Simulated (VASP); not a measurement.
# TiO2 (C2/c) in VASP: a series of runs

Runs on TiO2. Level: r2SCAN. Tasks: single point.

Everything below comes from runs of VASP 6.6.1. Logs are shortened: lines on timing, memory, paths and dates and some standing lists are left out, and cuts for length are marked.

## Step 1: The cell of the first run

The typed cell holds 6 atoms: a = 3.778 Å, b = 3.778 Å, c = 5.677 Å, α = 109.46°, β = 109.46°, γ = 90.00°.

## Step 2: Single point, r2SCAN (strain +0.0450 x Voigt [0, 0, 1, 0, 0, 0])

Input file POSCAR:

```
TiO2
1.0
    2.6711600402     -2.6712510909     -0.0210759979
    2.6711600402      2.6712510909     -0.0210759979
   -2.6353413730      0.0000000000      5.0285895103
Ti O
2 4
Direct
    0.1249747467      0.8750252533      0.2500000000
    0.8750252533      0.1249747467      0.7500000000
    0.3322819419      0.0822483592      0.6645446501
    0.6677180581      0.9177516408      0.3354553499
    0.9177516408      0.6677180581      0.8354553499
    0.0822483592      0.3322819419      0.1645446501
```

Input file INCAR.step1:

```
SYSTEM = TiO2
  ALGO = Normal
  EDIFF = 1E-4
  ENCUT = 520
  GGA = PE
  ISMEAR = 0
  LASPH = .TRUE.
  LCHARG = .FALSE.
  LREAL = .FALSE.
  LWAVE = .TRUE.
  NBANDS = 33
  NELM = 80
  PREC = Accurate
  SIGMA = 0.05
```

Input file INCAR.step2:

```
SYSTEM = TiO2
  ALGO = Normal
  EDIFF = 1E-7
  ENCUT = 520
  ISIF = 2
  ISMEAR = 0
  ISTART = 1
  LASPH = .TRUE.
  LCHARG = .FALSE.
  LMIXTAU = .TRUE.
  LREAL = .FALSE.
  LWAVE = .FALSE.
  METAGGA = R2SCAN
  NBANDS = 33
  NELM = 80
  PREC = Accurate
  SIGMA = 0.05
```

Input file KPOINTS:

```
k-points
0
G
  6 6 6
  0 0 0
```

Potentials or basis: VASP PAW PBE potentials, release 64 (Ti_sv, O).

The run is started by

```console
$ cat potpaw_PBE.64/Ti_sv/POTCAR potpaw_PBE.64/O/POTCAR > POTCAR
$ cp INCAR.step1 INCAR
$ mpirun -np 1 vasp_std > vasp.out
$ cp INCAR.step2 INCAR
$ mpirun -np 1 vasp_std > vasp.out
```

OUTCAR:

```text
SYSTEM = TiO2
   EDIFF = 1E-7
   ENCUT = 520
   ISIF = 2
   ISMEAR = 0
   ISTART = 1
   LASPH = .TRUE.
   LREAL = .FALSE.
   METAGGA = R2SCAN
   NELM = 80
   PREC = Accurate

 ion  position               nearest neighbor table
   1  0.125  0.875  0.250-   4 1.94   6 1.94   6 1.94   4 1.94   3 2.08   5 2.08
   2  0.875  0.125  0.750-   5 1.94   3 1.94   5 1.94   3 1.94   6 2.08   4 2.08
   3  0.332  0.082  0.665-   2 1.94   2 1.94   1 2.08
   4  0.668  0.918  0.335-   1 1.94   1 1.94   2 2.08
   5  0.918  0.668  0.835-   2 1.94   2 1.94   1 2.08
   6  0.082  0.332  0.165-   1 1.94   1 1.94   2 2.08

  Warning from LATTYP: Got some problem with cell dimensions!
  Tried to take original basis but could not verify dimensions!
  LATTYP: Found a base centered monoclinic cell.
 ALAT       =     5.3424863717
 B/A-ratio  =     1.0000029593
 C/A-ratio  =     1.0620195993
 COS(beta)  =    -0.4701504811

  Lattice vectors:

 A1 = (  -2.6711600402,   2.6712510909,   0.0210759979)
 A2 = (  -2.6711600402,  -2.6712510909,   0.0210759979)
 A3 = (   2.7069787074,   0.0000000000,   4.9864375145)

Analysis of symmetry for initial positions (statically):
=====================================================================
 Subroutine PRICEL returns:
 Original cell was already a primitive cell.

 Routine SETGRP: Setting up the symmetry group for a
 base centered monoclinic supercell.

 Subroutine GETGRP returns: Found  4 space group operations
 (whereof  2 operations were pure point group operations)
 out of a pool of  4 trial point group operations.

The static configuration has the point symmetry S_2 .
 The point group associated with its full space group is C_2h.

Analysis of symmetry for dynamics (positions and initial velocities):
=====================================================================
 Subroutine PRICEL returns:
 Original cell was already a primitive cell.

 Routine SETGRP: Setting up the symmetry group for a
 base centered monoclinic supercell.

 Subroutine GETGRP returns: Found  4 space group operations
 (whereof  2 operations were pure point group operations)
 out of a pool of  4 trial point group operations.

The dynamic configuration has the point symmetry S_2 .
 The point group associated with its full space group is C_2h.

 Subroutine INISYM returns: Found  4 space group operations
 (whereof  2 operations are pure point group operations),
 and found     1 'primitive' translations

[... 102 lines left out ...]
   EDIFF  = 0.1E-06   stopping-criterion for ELM
   LREAL  =      F    real-space projection
   EDIFFG = 0.1E-05   stopping-criterion for IOM
   NSW    =      0    number of steps for IOM
   IBRION =     -1    ionic relax: 0-MD 1-quasi-New 2-CG
   NFREE  =      0    steps in history (QN), initial steepest desc. (CG)
   ISIF   =      2    stress and relaxation
   ISYM   =      2    0-nonsym 1-usesym 2-fastsym
   POTIM  = 0.5000    time-step for ionic-motion
   TEBEG  =    0.0;   TEEND  =   0.0 temperature during run
   PSTRESS=    0.0 pullay stress
   NELECT =      48.0000    total number of electrons
   NUPDOWN=      -1.0000    fix difference up-down
   EMIN   =  10.00;   EMAX   =-10.00  energy-range for DOS
   EFERMI =   0.00;   METHOD = LEGACY
   ISMEAR =     0;   SIGMA  =   0.05  broadening in eV -4-tet -1-fermi 0-gaus
   EFERMI_NEDOS =   21; number of points for ismear=-14 and -15
   IALGO  =     38    algorithm
   IMIX   =      4    mixing-type and parameters
     AMIX     =   0.40;   BMIX     =  1.00
     AMIX_MAG =   1.60;   BMIX_MAG =  1.00
  volume/ion in A,a.u.               =      11.91        80.38
  Fermi-wavevector in a.u.,A,eV,Ry     =   1.433700  2.709299 27.966700  2.055494
  Thomas-Fermi vector in A             =   2.553189
   LORBIT       =      0    0 simple, 1 ext, 2 COOP (PROOUT), +10 PAW based schemes
   METAGGA = R2SCAN    functional components
   LHFCALC =     F    Hartree Fock is set to
   AEXX    =    0.0000 exact exchange contribution
   IVDW    =     0    specifies the selected vdW correction
   LEPSILON=     F    determine dielectric tensor
   LRPA    =     F    only Hartree local field effects (RPA)
 non-spin polarized calculation
 Gauss-broadening in eV      SIGMA  =   0.05
  energy-cutoff  :      520.00
  volume of cell :       71.46
 maximum number of plane-waves:      1951
   NGX = 15   NGY = 15   NGZ = 21

 number of electron      48.0000004 magnetization

 Free energy of the ion-electron system (eV)
  ---------------------------------------------------
  ext. energy  EPLUGINS =         0.00000000
  ---------------------------------------------------
  free energy    TOTEN  =       -69.73091210 eV

  energy without entropy =      -69.73091210  energy(sigma->0) =      -69.73091210

 E-fermi :   2.9335     XC(G=0): -11.2082

 val. band max:        2.6490385145   @ k =   0.5000   0.5000  -0.0000
 cond. band min:       5.1764862078   @ k =   0.0000   0.0000   0.0000
 fundamental gap:      2.5274476932
 Fermi energy:         2.9334606317

 k-point     1 :       0.0000    0.0000    0.0000
  band No.  band energies     occupation
      1     -56.1152      2.00000
      2     -56.0747      2.00000
      3     -31.4487      2.00000
      4     -31.2562      2.00000
      5     -31.2562      2.00000
      6     -31.2087      2.00000
[... 853 lines left out ...]
     32       8.8750      0.00000
     33       9.1860      0.00000

 [... further k-points ...]

------------------------ aborting loop because EDIFF is reached ----------------------------------------

  FORCE on cell =-STRESS in cart. coord.  units (eV):
  Direction    XX          YY          ZZ          XY          YZ          ZX
  --------------------------------------------------------------------------------------
  -------------------------------------------------------------------------------------
  Total       -2.1484614     -2.1492827     -6.0476367      0.0000000      0.0000000      0.0005219
  in kB      -48.1666977    -48.1851106   -135.5829318      0.0000000      0.0000000      0.0117013
  external PRESSURE =     -77.3115800 kB  Pullay stress =       0.0000000 kB

 VOLUME and BASIS-vectors are now :
 -----------------------------------------------------------------------------
  energy-cutoff  :      520.00
  volume of cell :       71.46
      direct lattice vectors                 reciprocal lattice vectors
     2.671160040 -2.671251091 -0.021075998     0.187961819 -0.187178211  0.098505467
     2.671160040  2.671251091 -0.021075998     0.187961819  0.187178211  0.098505467
    -2.635341373  0.000000000  5.028589510     0.001575584  0.000000000  0.199688640

 POSITION                                       TOTAL-FORCE (eV/Angst)
 -----------------------------------------------------------------------------------
      2.01232      2.00357      1.23607         0.000000      0.000440     -0.000000
      0.69465     -2.00357      3.75037        -0.000000     -0.000440      0.000000
     -0.64403     -0.66790      3.33299        -0.002462     -0.002804     -0.604436
      3.35100      0.66790      1.65345         0.002462      0.002804      0.604436
      2.03333     -0.66790      4.16775         0.002462     -0.002804      0.604436
      0.67365      0.66790      0.81869        -0.002462      0.002804     -0.604436
 -----------------------------------------------------------------------------------
    total drift:                                0.000000      0.000000      0.000000

  FREE ENERGIE OF THE ION-ELECTRON SYSTEM (eV)
  ---------------------------------------------------
  free  energy   TOTEN  =       -69.7309121046 eV

  energy  without entropy=      -69.7309121046  energy(sigma->0) =      -69.73091210
```

Run time: 5.8 min. Hardware: 1 thread of Intel Xeon Platinum 8559C (Emerald Rapids), shared host; peak memory 0.27 GiB.

Results:

```yaml
Free_energy: -69.7309 eV
Pressure: -7.7 GPa
Largest_force: 0.604 eV/Å
Band_gap_on_the_k_mesh: 2.53 eV (least direct gap 2.86 eV)
```

Forces in eV/Å, atoms in the order of the input:
```
Ti   0.000  0.000  0.000
Ti   0.000  0.000  0.000
O   -0.002 -0.003 -0.604
O    0.002  0.003  0.604
O    0.002 -0.003  0.604
O   -0.002  0.003 -0.604
```

Stress tensor (GPa, compression positive):
```
 -4.82   0.00   0.00
  0.00  -4.82   0.00
  0.00   0.00 -13.56
```

Caveat: the cell differs from its parent crystal (strain +0.0450 x Voigt [0, 0, 1, 0, 0, 0]); the stress differs along the axes, from -14 to -5 GPa; the PAW data sets were made with another functional, which shifts forces and pressure a little. A k mesh can miss the band edges.

(Continued in part 2 of 2.)
